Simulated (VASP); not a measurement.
**Rh: single point with PBEsol**

System: Rh, a slab with vacuum.

```
Rh
1.0
     2.67347    0.00000    0.00000
     0.00000    3.78086    0.00000
     0.00000    0.00000   24.02040
Rh
7
Direct
  0.00000 0.00000 0.33787
  0.50000 0.50000 0.38758
  0.00000 0.00000 0.44531
  0.50000 0.50000 0.50000
  0.00000 0.00000 0.55469
  0.50000 0.50000 0.61242
  0.00000 0.00000 0.66213
```

```yaml
Program: VASP 6.6.1
Task: single point
Functional: PBEsol
Potentials_or_basis: VASP PAW PBE potentials, release 64 (Rh_pv)
Cutoff: 400 eV
k_mesh: 14 × 10 × 1
Occupations: fermi-dirac, width 0.08 eV
Spin: no spin polarisation
Dipole_correction: yes
Further_INCAR_settings: ALGO = Normal; EDIFF = 1e-06; NBANDS = 62; NELMDL = -8
```

```yaml
Largest_force: 0.008 eV/Å
Band_gap_on_the_k_mesh: zero (an odd number of electrons rules out a gap without spin polarisation)
```

Forces in eV/Å, atoms in the order of the input:
```
Rh   0.000  0.000 -0.001
Rh   0.000  0.000 -0.008
Rh   0.000  0.000 -0.002
Rh   0.000  0.000  0.000
Rh   0.000  0.000  0.002
Rh   0.000  0.000  0.008
Rh   0.000  0.000  0.001
```

Levels at points of the mesh, in eV from the Fermi level:
| k point | band 51 | band 52 | band 53 | band 54 | band 55 | band 56 |
| --- | --- | --- | --- | --- | --- | --- |
| (0.00, 0.00, 0.00) | -0.91 | -0.75 | -0.29 | -0.14 | 0.16 | 0.29 |
| (0.50, 0.00, 0.00) | 0.30 | 0.50 | 0.62 | 0.74 | 0.90 | 1.03 |
| (0.00, 0.50, 0.00) | -0.09 | -0.04 | 0.19 | 0.21 | 0.36 | 0.38 |
| (0.50, 0.50, 0.00) | 0.53 | 0.56 | 0.57 | 0.64 | 0.74 | 0.94 |

Wall time 23 min on 1 thread of Oxide Virtual Turin-like Processor, on a shared host, peak memory 0.45 GiB.

Caveat: the PAW data sets were made with another functional, which shifts forces and pressure a little.
